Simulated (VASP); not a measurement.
# AlN (P6_3mc) in VASP: a series of runs

The runs below take AlN through single point, with PBEsol.

All numbers are computed with VASP 6.6.1; they aren't measurements. Logs are shortened: lines on timing, memory, paths and dates and some standing lists are left out, and cuts for length are marked.

**1. The cell of the first run**

Symmetry: P6_3mc, No. 186, hexagonal system. The conventional cell has a = 3.111 Å, b = 3.111 Å, c = 4.829 Å, α = 90.00°, β = 90.00°, γ = 120.00°. Al (site symmetry 3m) has 4 N at 1.86 to 1.88 Å within 2.5 Å. N (site symmetry 3m) has 4 Al at 1.86 to 1.88 Å within 2.5 Å.

**2. Single point, PBEsol (strain +0.000 along x and y, -0.030 along z)**

File INCAR:

```
SYSTEM = AlN
  ALGO = Normal
  EDIFF = 1E-6
  ENCUT = 520
  GGA = PS
  ISIF = 2
  ISMEAR = 0
  LASPH = .True.
  LCHARG = .False.
  LREAL = .False.
  LWAVE = .False.
  NBANDS = 16
  NELM = 100
  PREC = Accurate
  SIGMA = 0.05
```

File KPOINTS:

```
k-points
0
Gamma
  9 9 6
  0 0 0
```

File POSCAR:

```
AlN
1.0
    3.1110021516      0.0000000000      0.0000000000
   -1.5555010758      2.6942068945      0.0000000000
    0.0000000000      0.0000000000      4.8286600000
Al N
2 2
Direct
    0.3333333333      0.6666666667      0.0000000000
    0.6666666667      0.3333333333      0.5000000000
    0.3333333333      0.6666666667      0.3850000000
    0.6666666667      0.3333333333      0.8850000000
```

Potentials or basis: VASP PAW PBE potentials, release 64 (Al, N).

The run is started by

```console
$ cat potpaw_PBE.64/Al/POTCAR potpaw_PBE.64/N/POTCAR > POTCAR
$ mpirun -np 1 vasp_std > vasp.out
```

OUTCAR:

```text
SYSTEM = AlN
   EDIFF = 1E-6
   ENCUT = 520
   GGA = PS
   ISIF = 2
   ISMEAR = 0
   LASPH = .True.
   LREAL = .False.
   NELM = 100
   PREC = Accurate

 ion  position               nearest neighbor table
   1  0.333  0.667  0.000-   3 1.86   4 1.88   4 1.88   4 1.88   2 3.01   2 3.01   2 3.01   2 3.01
                             2 3.01   2 3.01
   2  0.667  0.333  0.500-   4 1.86   3 1.88   3 1.88   3 1.88   1 3.01   1 3.01   1 3.01   1 3.01
                             1 3.01   1 3.01
   3  0.333  0.667  0.385-   1 1.86   2 1.88   2 1.88   2 1.88
   4  0.667  0.333  0.885-   2 1.86   1 1.88   1 1.88   1 1.88

  LATTYP: Found a hexagonal cell.
 ALAT       =     3.1110021516
 C/A-ratio  =     1.5521236453

  Lattice vectors:

 A1 = (   3.1110021516,   0.0000000000,   0.0000000000)
 A2 = (  -1.5555010758,   2.6942068945,   0.0000000000)
 A3 = (   0.0000000000,   0.0000000000,   4.8286600000)

Analysis of symmetry for initial positions (statically):
=====================================================================
 Subroutine PRICEL returns:
 Original cell was already a primitive cell.

 Routine SETGRP: Setting up the symmetry group for a
 hexagonal supercell.

 Subroutine GETGRP returns: Found 12 space group operations
 (whereof  6 operations were pure point group operations)
 out of a pool of 24 trial point group operations.

The static configuration has the point symmetry C_3v.
 The point group associated with its full space group is C_6v.

Analysis of symmetry for dynamics (positions and initial velocities):
=====================================================================
 Subroutine PRICEL returns:
 Original cell was already a primitive cell.

 Routine SETGRP: Setting up the symmetry group for a
 hexagonal supercell.

 Subroutine GETGRP returns: Found 12 space group operations
 (whereof  6 operations were pure point group operations)
 out of a pool of 24 trial point group operations.

The dynamic configuration has the point symmetry C_3v.
 The point group associated with its full space group is C_6v.

 Subroutine INISYM returns: Found 12 space group operations
 (whereof  6 operations are pure point group operations),
 and found     1 'primitive' translations

----------------------------------------------------------------------------------------

                                     Primitive cell

  volume of cell :      40.4723

  direct lattice vectors                    reciprocal lattice vectors
     3.111002152  0.000000000  0.000000000     0.321439829  0.185583372  0.000000000
    -1.555501076  2.694206895  0.000000000     0.000000000  0.371166744  0.000000000
     0.000000000  0.000000000  4.828660000     0.000000000  0.000000000  0.207096793

  length of vectors
     3.111002152  3.111002152  4.828660000     0.371166744  0.371166744  0.207096793

  position of ions in fractional coordinates (direct lattice)
     0.333333333  0.666666667  0.000000000
     0.666666667  0.333333333  0.500000000
     0.333333333  0.666666667  0.385000000
     0.666666667  0.333333333  0.885000000

  ion indices of the primitive-cell ions
   primitive index   ion index
                 1           1
                 2           2
                 3           3
                 4           4

----------------------------------------------------------------------------------------

 KPOINTS: k-points

Automatic generation of k-mesh.
 Grid dimensions read from file:
 generate k-points for:    9    9    6

 Generating k-lattice:

  Cartesian coordinates                     Fractional coordinates (reciprocal lattice)
     0.035715537  0.020620375  0.000000000     0.111111111  0.000000000  0.000000000
     0.000000000  0.041240749  0.000000000     0.000000000  0.111111111  0.000000000
     0.000000000  0.000000000  0.034516132     0.000000000  0.000000000  0.166666667

  Length of vectors
     0.041240749  0.041240749  0.034516132

  Shift w.r.t. Gamma in fractional coordinates (k-lattice)
     0.000000000  0.000000000  0.000000000

 Subroutine IBZKPT returns following result:
 ===========================================

 Found     48 irreducible k-points:

 Following reciprocal coordinates:
            Coordinates               Weight
  0.000000  0.000000  0.000000      1.000000
  0.111111  0.000000  0.000000      6.000000
  0.222222 -0.000000  0.000000      6.000000
  0.333333  0.000000  0.000000      6.000000
  0.444444 -0.000000  0.000000      6.000000
  0.111111  0.111111  0.000000      6.000000
[... 16 lines left out ...]
  0.333333  0.222222  0.166667     24.000000
  0.333333  0.333333  0.166667      4.000000
 [... further k-points ...]
   k-points           NKPTS =     48   k-points in BZ     NKDIM =     48   number of bands    NBANDS=     16
   number of dos      NEDOS =    301   number of ions     NIONS =      4
   total plane-waves  NPLWV =  20736
   dimension x,y,z NGX =    24 NGY =   24 NGZ =   36
   dimension x,y,z NGXF=    48 NGYF=   48 NGZF=   72
   ions per type =               2   2
   NGX,Y,Z   is equivalent  to a cutoff of  12.83, 12.83, 12.39 a.u.
   NGXF,Y,Z  is equivalent  to a cutoff of  25.65, 25.65, 24.79 a.u.
 SYSTEM =  AlN
   PREC   = accura    normal or accurate (medium, high low for compatibility)
   ISTART =      0    job   : 0-new  1-cont  2-samecut
   ICHARG =      2    charge: 1-file 2-atom 10-const
   ISPIN  =      1    spin polarized calculation?
   LNONCOLLINEAR =      F non collinear calculations
   LSORBIT =      F    spin-orbit coupling
   LASPH  =      T    aspherical Exc in radial PAW
   ENCUT  =  520.0 eV  38.22 Ry    6.18 a.u.   5.78  5.78  8.98*2*pi/ulx,y,z
   NELM   =    100;   NELMIN=  2; NELMDL= -5     # of ELM steps
   EDIFF  = 0.1E-05   stopping-criterion for ELM
   LREAL  =      F    real-space projection
   EDIFFG = 0.1E-04   stopping-criterion for IOM
   NSW    =      0    number of steps for IOM
   IBRION =     -1    ionic relax: 0-MD 1-quasi-New 2-CG
   NFREE  =      0    steps in history (QN), initial steepest desc. (CG)
   ISIF   =      2    stress and relaxation
   ISYM   =      2    0-nonsym 1-usesym 2-fastsym
   POTIM  = 0.5000    time-step for ionic-motion
   TEBEG  =    0.0;   TEEND  =   0.0 temperature during run
   PSTRESS=    0.0 pullay stress
   NELECT =      16.0000    total number of electrons
   NUPDOWN=      -1.0000    fix difference up-down
   EMIN   =  10.00;   EMAX   =-10.00  energy-range for DOS
   EFERMI =   0.00;   METHOD = LEGACY
   ISMEAR =     0;   SIGMA  =   0.05  broadening in eV -4-tet -1-fermi 0-gaus
   EFERMI_NEDOS =   21; number of points for ismear=-14 and -15
   IALGO  =     38    algorithm
   IMIX   =      4    mixing-type and parameters
     AMIX     =   0.40;   BMIX     =  1.00
     AMIX_MAG =   1.60;   BMIX_MAG =  1.00
  volume/ion in A,a.u.               =      10.12        68.28
  Fermi-wavevector in a.u.,A,eV,Ry     =   1.201514  2.270532 19.641861  1.443636
  Thomas-Fermi vector in A             =   2.337321
   LORBIT       =      0    0 simple, 1 ext, 2 COOP (PROOUT), +10 PAW based schemes
   GGA     = PS    functional components
   LHFCALC =     F    Hartree Fock is set to
   AEXX    =    0.0000 exact exchange contribution
   IVDW    =     0    specifies the selected vdW correction
   LEPSILON=     F    determine dielectric tensor
   LRPA    =     F    only Hartree local field effects (RPA)
 non-spin polarized calculation
 Gauss-broadening in eV      SIGMA  =   0.05
  energy-cutoff  :      520.00
  volume of cell :       40.47
 maximum number of plane-waves:      1099
 NGX is ok and might be reduce to    24
   NGX = 11   NGY = 11   NGZ = 17

 number of electron      15.9999998 magnetization

 Free energy of the ion-electron system (eV)
  ---------------------------------------------------
  ext. energy  EPLUGINS =         0.00000000
  ---------------------------------------------------
  free energy    TOTEN  =       -31.26031175 eV

  energy without entropy =      -31.26031175  energy(sigma->0) =      -31.26031175

 E-fermi :   6.8210     XC(G=0): -11.2449

 val. band max:        6.5251188347   @ k =   0.0000   0.0000   0.0000
 cond. band min:      10.7951081550   @ k =   0.0000   0.0000   0.0000
 fundamental gap:      4.2699893202
 Fermi energy:         6.8209672040

 k-point     1 :       0.0000    0.0000    0.0000
  band No.  band energies     occupation
      1      -8.9921      2.00000
      2      -6.5671      2.00000
      3       0.2765      2.00000
      4       5.3417      2.00000
      5       5.3417      2.00000
      6       6.0961      2.00000
[... 8 lines left out ...]
     15      19.5522      0.00000
     16      20.3900      0.00000

 k-point     2 :       0.1111    0.0000    0.0000
  band No.  band energies     occupation
      1      -8.8320      2.00000
      2      -6.4839      2.00000
      3       0.4633      2.00000
      4       4.6383      2.00000
      5       5.1359      2.00000
      6       5.4329      2.00000
[... 8 lines left out ...]
     15      19.4367      0.00000
     16      19.5563      0.00000

 k-point     3 :       0.2222   -0.0000    0.0000
  band No.  band energies     occupation
      1      -8.3759      2.00000
      2      -6.2800      2.00000
      3       1.0061      2.00000
      4       3.1395      2.00000
      5       4.1985      2.00000
      6       4.7167      2.00000
[... 8 lines left out ...]
     15      18.9005      0.00000
     16      19.1279      0.00000

 k-point     4 :       0.3333    0.0000    0.0000
  band No.  band energies     occupation
      1      -7.7132      2.00000
      2      -6.1009      2.00000
      3       1.7136      2.00000
      4       1.8416      2.00000
      5       3.0365      2.00000
      6       4.3300      2.00000
[... 8 lines left out ...]
     15      18.9178      0.00000
     16      20.7277      0.00000
[... 324 lines left out ...]
 k-point    22 :       0.2222    0.2222    0.1667
  band No.  band energies     occupation
      1      -7.2817      2.00000
      2      -6.1441      2.00000
      3       1.6114      2.00000
      4       1.8636      2.00000
      5       3.2671      2.00000
      6       3.5794      2.00000
[... 8 lines left out ...]
     15      18.8986      0.00000
     16      21.4814      0.00000

 k-point    23 :       0.3333    0.2222    0.1667
  band No.  band energies     occupation
      1      -6.7300      2.00000
      2      -6.1698      2.00000
      3       1.1860      2.00000
      4       1.9348      2.00000
      5       2.7118      2.00000
      6       3.8673      2.00000
[... 8 lines left out ...]
     15      19.1902      0.00000
     16      21.4202      0.00000

 k-point    24 :       0.3333    0.3333    0.1667
  band No.  band energies     occupation
      1      -6.3556      2.00000
      2      -6.3556      2.00000
      3       1.4221      2.00000
      4       2.0799      2.00000
      5       2.0799      2.00000
      6       3.6668      2.00000
[... 8 lines left out ...]
     15      19.3843      0.00000
     16      21.6095      0.00000

 [... further k-points ...]

------------------------ aborting loop because EDIFF is reached ----------------------------------------

  FORCE on cell =-STRESS in cart. coord.  units (eV):
  Direction    XX          YY          ZZ          XY          YZ          ZX
  --------------------------------------------------------------------------------------
  -------------------------------------------------------------------------------------
  Total        0.8605590      0.8605590      3.4646013      0.0000000      0.0000000      0.0000000
  in kB       34.0669597     34.0669597    137.1532050      0.0000000      0.0000000      0.0000000
  external PRESSURE =      68.4290414 kB  Pullay stress =       0.0000000 kB

 VOLUME and BASIS-vectors are now :
 -----------------------------------------------------------------------------
  energy-cutoff  :      520.00
  volume of cell :       40.47
      direct lattice vectors                 reciprocal lattice vectors
     3.111002152  0.000000000  0.000000000     0.321439829  0.185583372  0.000000000
    -1.555501076  2.694206895  0.000000000     0.000000000  0.371166744  0.000000000
     0.000000000  0.000000000  4.828660000     0.000000000  0.000000000  0.207096793

 POSITION                                       TOTAL-FORCE (eV/Angst)
 -----------------------------------------------------------------------------------
     -0.00000      1.79614      0.00000         0.000000     -0.000000     -0.274898
      1.55550      0.89807      2.41433         0.000000     -0.000000     -0.274898
     -0.00000      1.79614      1.85903         0.000000     -0.000000      0.274898
      1.55550      0.89807      4.27336        -0.000000      0.000000      0.274898
 -----------------------------------------------------------------------------------
    total drift:                               -0.000000      0.000000     -0.000404

  FREE ENERGIE OF THE ION-ELECTRON SYSTEM (eV)
  ---------------------------------------------------
  free  energy   TOTEN  =       -31.2603117483 eV

  energy  without entropy=      -31.2603117483  energy(sigma->0) =      -31.26031175
```

Run time: 29 s. Hardware: 1 thread of Intel Xeon 8259CL, shared host; peak memory 0.16 GiB.

What came out:

- Free energy: -31.2603 eV
- Pressure: 6.8 GPa
- Largest force: 0.275 eV/Å
- Band gap on the k mesh: 4.27 eV

Forces on the atoms (eV/Å):
```
Al   0.000  0.000 -0.275
Al   0.000  0.000 -0.275
N    0.000  0.000  0.275
N    0.000  0.000  0.275
```

Levels at points of the mesh, in eV from the valence-band top:
| k point | band 5 | band 6 | band 7 | band 8 | band 9 | band 10 | band 11 | band 12 |
| --- | --- | --- | --- | --- | --- | --- | --- | --- |
| (0.00, 0.00, 0.00) | -1.18 | -0.43 | -0.43 | 0.00 | 4.27 | 6.41 | 10.80 | 10.82 |
| (0.00, 0.00, 0.50) | -0.82 | -0.82 | -0.82 | -0.82 | 6.40 | 6.40 | 10.46 | 10.46 |

Caveat: the cell differs from its parent crystal (strain +0.000 along x and y, -0.030 along z); the cell stands under pressure; the PAW data sets were made with another functional, which shifts forces and pressure a little; an odd mesh through Γ misses points on the zone boundary, where band edges can lie.

**3. Single point, PBEsol (strain -0.015 along x and y, +0.000 along z)**

File INCAR:

```
ALGO = Normal
EDIFF = 1E-6
ENCUT = 520
GGA = PS
ISIF = 2
ISMEAR = 0
LASPH = True
LCHARG = False
LREAL = False
LWAVE = False
NBANDS = 16
NELM = 100
PREC = Accurate
SIGMA = 0.05
```

File KPOINTS:

```
k-points
0
Gamma
  9 9 6
```

File POSCAR:

```
AlN
1.0
    3.0643371193      0.0000000000      0.0000000000
   -1.5321685597      2.6537937911      0.0000000000
    0.0000000000      0.0000000000      4.9780000000
Al N
2 2
Direct
    0.3333333333      0.6666666667      0.0000000000
    0.6666666667      0.3333333333      0.5000000000
    0.3333333333      0.6666666667      0.3850000000
    0.6666666667      0.3333333333      0.8850000000
```

Potentials or basis: VASP PAW PBE potentials, release 64 (Al, N).

The run is started by

```console
$ cat potpaw_PBE.64/Al/POTCAR potpaw_PBE.64/N/POTCAR > POTCAR
$ mpirun -np 1 vasp_std > vasp.out
```

OUTCAR:

```text
EDIFF = 1E-6
   ENCUT = 520
   GGA = PS
   ISIF = 2
   ISMEAR = 0
   LASPH = True
   LREAL = False
   NELM = 100
   PREC = Accurate

 ion  position               nearest neighbor table
   1  0.333  0.667  0.000-   4 1.86   4 1.86   4 1.86   3 1.92   2 3.05   2 3.05   2 3.05   2 3.05
                             2 3.05   2 3.05
   2  0.667  0.333  0.500-   3 1.86   3 1.86   3 1.86   4 1.92   1 3.05   1 3.05   1 3.05   1 3.05
                             1 3.05   1 3.05
[... 662 lines left out ...]
  Direction    XX          YY          ZZ          XY          YZ          ZX
  --------------------------------------------------------------------------------------
  -------------------------------------------------------------------------------------
  Total        2.6452842      2.6452842      0.3204914     -0.0000000      0.0000000      0.0000000
  in kB      104.6946067    104.6946067     12.6843538     -0.0000000      0.0000000      0.0000000
  external PRESSURE =      74.0245224 kB  Pullay stress =       0.0000000 kB

 VOLUME and BASIS-vectors are now :
 -----------------------------------------------------------------------------
  energy-cutoff  :      520.00
  volume of cell :       40.48
      direct lattice vectors                 reciprocal lattice vectors
     3.064337119  0.000000000  0.000000000     0.326334852  0.188409515  0.000000000
    -1.532168560  2.653793791  0.000000000     0.000000000  0.376819029  0.000000000
     0.000000000  0.000000000  4.978000000     0.000000000  0.000000000  0.200883889

 POSITION                                       TOTAL-FORCE (eV/Angst)
 -----------------------------------------------------------------------------------
     -0.00000      1.76920      0.00000        -0.000000     -0.000000      0.369919
      1.53217      0.88460      2.48900         0.000000     -0.000000      0.369919
     -0.00000      1.76920      1.91653         0.000000     -0.000000     -0.369919
      1.53217      0.88460      4.40553        -0.000000      0.000000     -0.369919
 -----------------------------------------------------------------------------------
    total drift:                                0.000000      0.000000      0.000211

  FREE ENERGIE OF THE ION-ELECTRON SYSTEM (eV)
  ---------------------------------------------------
  free  energy   TOTEN  =       -31.2644128729 eV

  energy  without entropy=      -31.2644128729  energy(sigma->0) =      -31.26441287
```

stdout:

```text
POSCAR found type information on POSCAR AlN
 POSCAR found :  2 types and       4 ions
 scaLAPACK will be used
 -----------------------------------------------------------------------------
|                                                                             |
|                                                                             |
|     You enforced a specific xc type in the INCAR file but a different       |
|     I HOPE YOU KNOW WHAT YOU ARE DOING!                                     |
|                                                                             |
 -----------------------------------------------------------------------------

 LDA part: xc-table for (Slater+PW92), standard interpolation
 POSCAR, INCAR and KPOINTS ok, starting setup
 FFT: planning ... GRIDC
 FFT: planning ... GRID_SOFT
 FFT: planning ... GRID
 WAVECAR not read
 entering main loop
```

Run time: 33 s. Hardware: 1 thread of Intel Xeon 8259CL, shared host; peak memory 0.17 GiB.

What came out:

| Item | Value |
| --- | --- |
| Free energy | -31.2644 eV |
| Pressure | 7.4 GPa |
| Largest force | 0.370 eV/Å |
| Band gap on the k mesh | 4.39 eV |

Forces on the atoms (eV/Å):
```
Al   0.000  0.000  0.370
Al   0.000  0.000  0.370
N    0.000  0.000 -0.370
N    0.000  0.000 -0.370
```

Stress tensor (GPa, compression positive):
```
10.47  0.00  0.00
 0.00 10.47  0.00
 0.00  0.00  1.27
```

Caveat: the cell differs from its parent crystal (strain -0.015 along x and y, +0.000 along z); the cell stands under pressure; the PAW data sets were made with another functional, which shifts forces and pressure a little; an odd mesh through Γ misses points on the zone boundary, where band edges can lie.
